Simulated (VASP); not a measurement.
Input of a VASP 6.6.1 run:

Contents of INCAR:

```
SYSTEM = Sr
PREC     = Accurate       ! precision mode
ENCUT    = 520            ! plane-wave cutoff, eV
EDIFF    = 1E-6           ! SCF threshold, eV
ISMEAR   = 0              ! smearing method
SIGMA    = 0.03           ! smearing width, eV
LREAL    = .False.        ! projectors in reciprocal space
LASPH    = .True.         ! aspherical terms in the spheres
NELM     = 100            ! most SCF steps
ALGO     = Normal         ! electronic algorithm
ISIF     = 2              ! what is computed and relaxed
LWAVE    = .False.        ! write WAVECAR
LCHARG   = .True.         ! write CHGCAR
GGA      = PS             ! functional
LELF     = .True.         ! ELF
LVHAR    = .True.       
NBANDS   = 11             ! bands
```

The input KPOINTS:

```
regular mesh
0
Gamma
  10 10 10
  0 0 0
```

POSCAR

```
Sr
1.0
   -0.0608470000      3.0423500000      3.0423500000
    3.0423500000     -0.0608470000      3.0423500000
    2.9815030000      2.9815030000      0.0000000000
Sr
1
Direct
    0.0000000000      0.0000000000      0.0000000000
```

Potentials or basis: VASP PAW PBE potentials, release 64 (Sr_sv).

Run with:

```bash
$ cat potpaw_PBE.64/Sr_sv/POTCAR > POTCAR
$ mpirun -np 1 vasp_std > vasp.out
```

(1) Predict the pressure.

(2) What does it give for the band gap on the k mesh?

Results:

(1) -0.9 GPa.

(2) zero (bands 5 and 6 overlap by 0.12 eV).

Caveat: the cell differs from its parent crystal (strain -0.0400 x Voigt [0, 0, 0, 0, 0, 1]); the PAW data sets were made with another functional, which shifts forces and pressure a little.
